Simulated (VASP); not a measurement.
A run of VASP 6.6.1 is set up as follows.

Contents of INCAR:

```
ALGO     = Fast           # electronic algorithm
EDIFF    = 1E-6           # SCF threshold, eV
EDIFFG   = -0.01          # ionic threshold
ENCUT    = 600            # plane-wave cutoff, eV
GGA      = PE             # functional
IBRION   = 2              # ionic algorithm
ISIF     = 3              # what is computed and relaxed
ISMEAR   = 0              # smearing method
LASPH    = T              # aspherical terms in the spheres
LCHARG   = F              # write CHGCAR
LREAL    = F              # projectors in reciprocal space
LWAVE    = F              # write WAVECAR
NELM     = 100            # most SCF steps
NSW      = 100            # ionic steps
PREC     = Accurate       # precision mode
SIGMA    = 0.1            # smearing width, eV
```

The input KPOINTS:

```
k-points
0
Gamma
  12 12 12
```

Contents of POSCAR:

```
Ag
1.0
   -2.6710429997      2.6710429997      2.6710429997
    2.6710429997     -2.6710429997      2.6710429997
    2.6710429997      2.6710429997     -2.6710429997
Ag
3
Direct
    0.0000000000      0.5000000000      0.5000000000
    0.5000000000      0.0000000000      0.5000000000
    0.5000000000      0.5000000000      0.0000000000
```

Potentials or basis: VASP PAW PBE potentials, release 64 (Ag).

Command:

```sh
$ cat potpaw_PBE.64/Ag/POTCAR > POTCAR
$ mpirun -np 1 vasp_std > vasp.out
```

(1) Predict the relaxed volume.

(2) What does it give for the band gap on the k mesh?

(3) What does it give for the space group after relaxing (to 0.1 Å)?

(4) Predict the relaxed cell.

Answers

(1) 25.28 Å³/atom.

(2) zero (an odd number of electrons rules out a gap without spin polarisation).

(3) Im-3m (No. 229).

(4) a = 4.618 Å, b = 4.618 Å, c = 4.618 Å, α = 109.47°, β = 109.47°, γ = 109.47°.
